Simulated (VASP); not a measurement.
# Cd (R-3m) in VASP: notebook, part 2 of 2

VASP 6.6.1.

## 3. Relaxation of cell and atoms, PBE

This run uses another cell than the first one, of 23.40 Å³/atom, 1.016 times its volume.

Contents of INCAR:

```
  PREC = Accurate
  ENCUT = 600
  EDIFF = 1E-6
  ISMEAR = 0
  SIGMA = 0.1
  LREAL = False
  LASPH = True
  NELM = 100
  ALGO = Normal
  ISIF = 3
  LWAVE = False
  LCHARG = False
  GGA = PE
  IBRION = 2
  NSW = 100
  EDIFFG = -0.01
```

Contents of KPOINTS:

```
Automatic mesh
0
Gamma
  21 21 21
```

Contents of POSCAR:

```
Cd
1.0
    1.7001005091      0.9815534866      2.3367635283
   -1.7001005091      0.9815534866      2.3367635283
    0.0000000000     -1.9631069732      2.3367635283
Cd
1
Direct
    0.5000000000      0.5000000000      0.5000000000
```

Potentials or basis: VASP PAW PBE potentials, release 64 (Cd).

Command:

```console
$ cat potpaw_PBE.64/Cd/POTCAR > POTCAR
$ mpirun -np 1 vasp_std > vasp.out
```

OUTCAR:

```text
PREC = Accurate
   ENCUT = 600
   EDIFF = 1E-6
   ISMEAR = 0
   LREAL = False
   LASPH = True
   NELM = 100
   ISIF = 3
   GGA = PE
   IBRION = 2
   NSW = 100
   EDIFFG = -0.01

 ion  position               nearest neighbor table
   1  0.500  0.500  0.500-

  LATTYP: Found a trigonal (rhomboedric) cell.
 ALAT       =     3.0519260763
 COS(alpha) =     0.3793722780

  Lattice vectors:

 A1 = (   1.7001005091,   0.9815534866,   2.3367635283)
 A2 = (  -1.7001005091,   0.9815534866,   2.3367635283)
 A3 = (   0.0000000000,  -1.9631069732,   2.3367635283)

Analysis of symmetry for initial positions (statically):
=====================================================================
 Subroutine PRICEL returns:
 Original cell was already a primitive cell.

 Routine SETGRP: Setting up the symmetry group for a
 trigonal (rhombohedral) supercell.

 Subroutine GETGRP returns: Found 12 space group operations
 (whereof 12 operations were pure point group operations)
 out of a pool of 12 trial point group operations.

The static configuration has the point symmetry D_3d.

Analysis of symmetry for dynamics (positions and initial velocities):
=====================================================================
 Subroutine PRICEL returns:
 Original cell was already a primitive cell.

 Routine SETGRP: Setting up the symmetry group for a
 trigonal (rhombohedral) supercell.

 Subroutine GETGRP returns: Found 12 space group operations
 (whereof 12 operations were pure point group operations)
 out of a pool of 12 trial point group operations.

The dynamic configuration has the point symmetry D_3d.

 Subroutine INISYM returns: Found 12 space group operations
 (whereof 12 operations are pure point group operations),
 and found     1 'primitive' translations

----------------------------------------------------------------------------------------

                                     Primitive cell

  volume of cell :      23.3967

  direct lattice vectors                    reciprocal lattice vectors
     1.700100509  0.981553487  2.336763528     0.294100259  0.169798864  0.142647439
    -1.700100509  0.981553487  2.336763528    -0.294100259  0.169798864  0.142647439
     0.000000000 -1.963106973  2.336763528     0.000000000 -0.339597727  0.142647439

  length of vectors
     3.051926076  3.051926076  3.051926076     0.368340750  0.368340750  0.368340750

  position of ions in fractional coordinates (direct lattice)
     0.500000000  0.500000000  0.500000000

  ion indices of the primitive-cell ions
   primitive index   ion index
                 1           1

----------------------------------------------------------------------------------------

 KPOINTS: Automatic mesh

Automatic generation of k-mesh.
 Grid dimensions read from file:
 generate k-points for:   21   21   21

 Generating k-lattice:

  Cartesian coordinates                     Fractional coordinates (reciprocal lattice)
     0.014004774  0.008085660  0.006792735     0.047619048  0.000000000  0.000000000
[... 46 lines left out ...]
   ions per type =               1
   NGX,Y,Z   is equivalent  to a cutoff of  13.07, 13.07, 13.07 a.u.
   NGXF,Y,Z  is equivalent  to a cutoff of  26.15, 26.15, 26.15 a.u.
 SYSTEM =  unknown system
   PREC   = accura    normal or accurate (medium, high low for compatibility)
   ISTART =      0    job   : 0-new  1-cont  2-samecut
   ICHARG =      2    charge: 1-file 2-atom 10-const
   ISPIN  =      1    spin polarized calculation?
   LNONCOLLINEAR =      F non collinear calculations
   LSORBIT =      F    spin-orbit coupling
   LASPH  =      T    aspherical Exc in radial PAW
   ENCUT  =  600.0 eV  44.10 Ry    6.64 a.u.   6.10  6.10  6.10*2*pi/ulx,y,z
   NELM   =    100;   NELMIN=  2; NELMDL= -5     # of ELM steps
   EDIFF  = 0.1E-05   stopping-criterion for ELM
   LREAL  =      F    real-space projection
   EDIFFG = -.1E-01   stopping-criterion for IOM
   NSW    =    100    number of steps for IOM
   IBRION =      2    ionic relax: 0-MD 1-quasi-New 2-CG
   NFREE  =      1    steps in history (QN), initial steepest desc. (CG)
   ISIF   =      3    stress and relaxation
   ISYM   =      2    0-nonsym 1-usesym 2-fastsym
   POTIM  = 0.5000    time-step for ionic-motion
   TEBEG  =    0.0;   TEEND  =   0.0 temperature during run
   PSTRESS=    0.0 pullay stress
   NELECT =      12.0000    total number of electrons
   NUPDOWN=      -1.0000    fix difference up-down
   EMIN   =  10.00;   EMAX   =-10.00  energy-range for DOS
   EFERMI =   0.00;   METHOD = LEGACY
   ISMEAR =     0;   SIGMA  =   0.10  broadening in eV -4-tet -1-fermi 0-gaus
   EFERMI_NEDOS =   21; number of points for ismear=-14 and -15
   IALGO  =     38    algorithm
   IMIX   =      4    mixing-type and parameters
     AMIX     =   0.40;   BMIX     =  1.00
     AMIX_MAG =   1.60;   BMIX_MAG =  1.00
  volume/ion in A,a.u.               =      23.40       157.89
  Fermi-wavevector in a.u.,A,eV,Ry     =   1.310440  2.476372 23.364636  1.717252
  Thomas-Fermi vector in A             =   2.440970
   LORBIT       =      0    0 simple, 1 ext, 2 COOP (PROOUT), +10 PAW based schemes
   GGA     = PE    functional components
   LHFCALC =     F    Hartree Fock is set to
   AEXX    =    0.0000 exact exchange contribution
   IVDW    =     0    specifies the selected vdW correction
   LEPSILON=     F    determine dielectric tensor
   LRPA    =     F    only Hartree local field effects (RPA)
 conjugate gradient relaxation of ions
 non-spin polarized calculation
 Gauss-broadening in eV      SIGMA  =   0.10
  energy-cutoff  :      600.00
  volume of cell :       23.40
 maximum number of plane-waves:       796
   NGX = 13   NGY = 13   NGZ = 13

--------------------------------------- Ionic step        1  -------------------------------------------

 number of electron      11.9999996 magnetization

 Free energy of the ion-electron system (eV)
  ---------------------------------------------------
  ext. energy  EPLUGINS =         0.00000000
  ---------------------------------------------------
  free energy    TOTEN  =        -0.73575544 eV

  energy without entropy =       -0.73374887  energy(sigma->0) =       -0.73475216

------------------------ aborting loop because EDIFF is reached ----------------------------------------

  FORCE on cell =-STRESS in cart. coord.  units (eV):
  Direction    XX          YY          ZZ          XY          YZ          ZX
  --------------------------------------------------------------------------------------
  -------------------------------------------------------------------------------------
  Total       -0.0979935     -0.0979935      0.2480149      0.0000000      0.0000000      0.0000000
  in kB       -6.7104770     -6.7104770     16.9837576      0.0000000      0.0000000      0.0000000
  external PRESSURE =       1.1876012 kB  Pullay stress =       0.0000000 kB
[... 232 lines left out ...]
--------------------------------------- Ionic step        8  -------------------------------------------

 number of electron      12.0000004 magnetization

 Free energy of the ion-electron system (eV)
  ---------------------------------------------------
  ext. energy  EPLUGINS =         0.00000000
  ---------------------------------------------------
  free energy    TOTEN  =        -0.74286382 eV

  energy without entropy =       -0.74135559  energy(sigma->0) =       -0.74210971

 E-fermi :   2.4092     XC(G=0): -10.6825

 val. band max:        2.3999479121   @ k =  -0.3810   0.4286   0.1429
 cond. band min:       2.4188896895   @ k =  -0.0476   0.4286   0.0476
 fundamental gap:      0.0189417774
 Fermi energy:         2.4092482019

 k-point     1 :       0.0000    0.0000    0.0000
  band No.  band energies     occupation
      1      -6.7221      2.00000
      2      -6.7221      2.00000
      3      -6.3898      2.00000
      4      -6.1259      2.00000
      5      -6.1259      2.00000
      6      -5.9134      2.00000
      7      15.3785      0.00000
      8      15.6828      0.00000
      9      15.6828      0.00000
     10      19.1641      0.00000
[... 287 lines left out ...]
 k-point    24 :      -0.3810    0.0476    0.0000
  band No.  band energies     occupation
      1      -6.9542      2.00000
      2      -6.7294      2.00000
      3      -6.3386      2.00000
      4      -5.9954      2.00000
      5      -5.8618      2.00000
      6      -1.9085      2.00000
      7       3.2860      0.00000
      8      13.4336      0.00000
      9      14.9611      0.00000
     10      17.2139      0.00000

 [... further k-points ...]

------------------------ aborting loop because EDIFF is reached ----------------------------------------

  FORCE on cell =-STRESS in cart. coord.  units (eV):
  Direction    XX          YY          ZZ          XY          YZ          ZX
  --------------------------------------------------------------------------------------
  -------------------------------------------------------------------------------------
  Total        0.0002282      0.0002282     -0.0082153      0.0000000      0.0000000     -0.0000000
  in kB        0.0158306      0.0158306     -0.5698604      0.0000000      0.0000000     -0.0000000
  external PRESSURE =      -0.1793997 kB  Pullay stress =       0.0000000 kB
[... 16 lines left out ...]
  FREE ENERGIE OF THE ION-ELECTRON SYSTEM (eV)
  ---------------------------------------------------
  free  energy   TOTEN  =        -0.7428638191 eV

  energy  without entropy=       -0.7413555925  energy(sigma->0) =       -0.74210971

 reached required accuracy - stopping structural energy minimisation
```

CONTCAR:

```text
Cd
   1.00000000000000
     1.6599227165867307    0.9583568272754949    2.4199127054445886
    -1.6599227165867307    0.9583568272754949    2.4199127054445886
    -0.0000000000000000   -1.9167136545509900    2.4199127054445886
  Cd
     1
Direct
     0.5000000000000000    0.5000000000000000    0.5000000000000000

  0.00000000E+00  0.00000000E+00  0.00000000E+00
```

It took 3.6 min on 1 thread of Intel Xeon 6975P-C (Granite Rapids), shared host; peak memory 0.38 GiB.

What came out:

| Quantity | Value |
| --- | --- |
| Free energy | -0.7429 eV |
| Relaxed volume | 23.10 Å³/atom |
| Relaxed cell | a = 3.087 Å, b = 3.087 Å, c = 3.087 Å, α = 65.06°, β = 65.06°, γ = 65.06° |
| Space group after relaxing (to 0.05 Å) | R-3m (No. 166) |
| Energy gained by relaxing | 7.1 meV/atom |
| Ionic steps | 8 |
| Pressure after relaxing | 0.0 GPa |
| Band gap on the k mesh | zero (band 6 reaches 3.93 eV, above the bottom of band 7 at 0.69 eV) |

The path:
```tsv
step	energy change (eV)	largest force (eV/Å)	pressure (GPa)	volume (Å³)
1	0.0000	0.0000	0.12	23.40
2	-0.0033	0.0000	-0.07	23.45
3	-0.0059	0.0000	-0.83	23.58
4	-0.0060	0.0000	-0.74	23.55
5	-0.0071	0.0000	0.01	23.07
6	-0.0071	0.0000	-0.06	23.12
7	-0.0071	0.0000	-0.05	23.11
8	-0.0071	0.0000	-0.02	23.10
```

Final structure:
```xyz
1
Lattice="1.6599 0.9584 2.4199 -1.6599 0.9584 2.4199 0.0000 -1.9167 2.4199" Properties=species:S:1:pos:R:3 pbc="T T T"
Cd    0.0000    0.0000    3.6299
```

## 4. Single point, PBE

This run uses another cell than the first one: it holds 2 atoms, not 1.

Contents of INCAR:

```
SYSTEM = Cd
PREC = Accurate
ENCUT = 520
EDIFF = 1E-7
ISMEAR = 0
SIGMA = 0.1
LREAL = .False.
LASPH = .True.
NELM = 100
ALGO = Normal
ISIF = 2
LWAVE = .False.
LCHARG = .True.
GGA = PE
LELF = .True.
LVHAR = .True.
NBANDS = 19
```

Contents of KPOINTS:

```
regular mesh
0
Gamma
  6 6 6
  0 0 0
```

Contents of POSCAR:

```
Cd
1.0
    1.9633069365      1.1335157883      3.4179391963
   -1.9633069365      1.1335157883      3.4179391963
    0.0000000000     -2.2670315765      3.4179391963
Cd
2
Direct
    0.2336400000      0.2336400000      0.2336400000
    0.7663600000      0.7663600000      0.7663600000
```

Command:

```console
$ cat potpaw_PBE.64/Cd/POTCAR > POTCAR
$ mpirun -np 1 vasp_std > vasp.out
```

Wall time 13 s (1 thread of Intel Xeon 6975P-C (Granite Rapids), shared host); peak memory 0.17 GiB.

Results (log left out):

```yaml
Free_energy: -0.7897 eV
Pressure: 11.8 GPa
Largest_force: 1.631 eV/Å
Band_gap_on_the_k_mesh: zero (band 12 reaches 6.92 eV, above the bottom of band 13 at 1.30 eV)
```

Forces on the atoms (eV/Å):
```
Cd   0.000  0.000  1.631
Cd   0.000  0.000 -1.631
```

Stress tensor (GPa, compression positive):
```
12.03  0.00  0.00
 0.00 12.03  0.00
 0.00  0.00 11.22
```

Levels at points of the mesh, in eV from the Fermi level:
| k point | band 10 | band 11 | band 12 | band 13 | band 14 | band 15 |
| --- | --- | --- | --- | --- | --- | --- |
| (0.00, 0.00, 0.00) | -7.67 | -7.67 | 4.56 | 5.56 | 5.56 | 7.99 |
| (0.50, 0.00, 0.00) | -8.37 | -4.24 | -4.01 | 4.92 | 5.41 | 6.59 |
| (0.50, 0.50, 0.00) | -7.71 | -2.61 | -2.58 | 1.05 | 1.59 | 2.67 |
| (0.50, 0.50, 0.50) | -8.43 | -4.95 | -4.15 | 6.41 | 6.41 | 7.07 |

Caveat: forces of over 1 eV/Å act on the atoms, so gaps and moduli don't describe the material at rest.

## 5. Overview

| task | cell | k mesh | cutoff (eV) | gap on the mesh (eV) | pressure (GPa) |
| --- | --- | --- | --- | --- | --- |
| single point | a = 3.082 Å, angles 65.2°, 1 atom | 21 × 21 × 21 | 520 | none | 0.2 |
| relaxation of cell and atoms | relaxed from a = 3.052 Å, angles 67.7°, 1 atom | 21 × 21 × 21 | 600 | none | 0.0 |
| single point | a = 4.101 Å, angles 57.2°, 2 atoms | 6 × 6 × 6 | 520 | none | 11.8 |

Alike in all rows: level PBE; potentials or basis VASP PAW PBE potentials, release 64 (Cd); no spin polarisation; smearing gaussian 0.1 eV.

Caveats: forces of over 1 eV/Å act on the atoms, so gaps and moduli don't describe the material at rest (some runs).

Absolute energies hang on the potentials; compare differences alone.
